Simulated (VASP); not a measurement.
LiF (Griceite): single point with HSE06

LiF (Griceite):

```
CELL_PARAMETERS angstrom
0.00000 2.02535 2.02535
2.02535 0.00000 2.02535
2.02535 2.02535 0.00000
ATOMIC_POSITIONS crystal
Li 0.00000 0.00000 0.00000
F 0.50000 0.50000 0.50000
```

This cell differs from its parent crystal: volume scaled by 1.03.

* Program: VASP 6.6.1
* Task: single point
* Functional: HSE06
* Potentials or basis: VASP PAW PBE potentials, release 64 (Li_sv, F)
* Cutoff: 520 eV
* k mesh: 6 × 6 × 6
* Occupations: gaussian, width 0.02 eV
* Spin: no spin polarisation

| Item | Value |
| --- | --- |
| Band gap on the k mesh | 11.23 eV, direct |

Levels at points of the mesh, in eV from the valence-band top:
| k point | band 1 | band 2 | band 3 | band 4 | band 5 | band 6 | band 7 | band 8 | band 9 | band 10 |
| --- | --- | --- | --- | --- | --- | --- | --- | --- | --- | --- |
| (0.00, 0.00, 0.00) | -43.02 | -21.53 | 0.00 | 0.00 | 0.00 | 11.23 | 26.37 | 26.37 | 26.37 | 26.65 |
| (0.50, 0.00, 0.00) | -42.96 | -21.08 | -2.60 | -0.24 | -0.24 | 13.01 | 19.18 | 21.24 | 21.24 | 32.74 |
| (0.50, 0.50, 0.00) | -42.95 | -20.83 | -3.05 | -1.03 | -1.03 | 17.23 | 18.67 | 19.77 | 22.73 | 22.73 |

Run time: 2.9 min on 1 thread of Intel Xeon 6975P-C, with other jobs on the host, peak memory 0.23 GiB.

Caveat: the k points lie up to 0.45 Å⁻¹ apart.
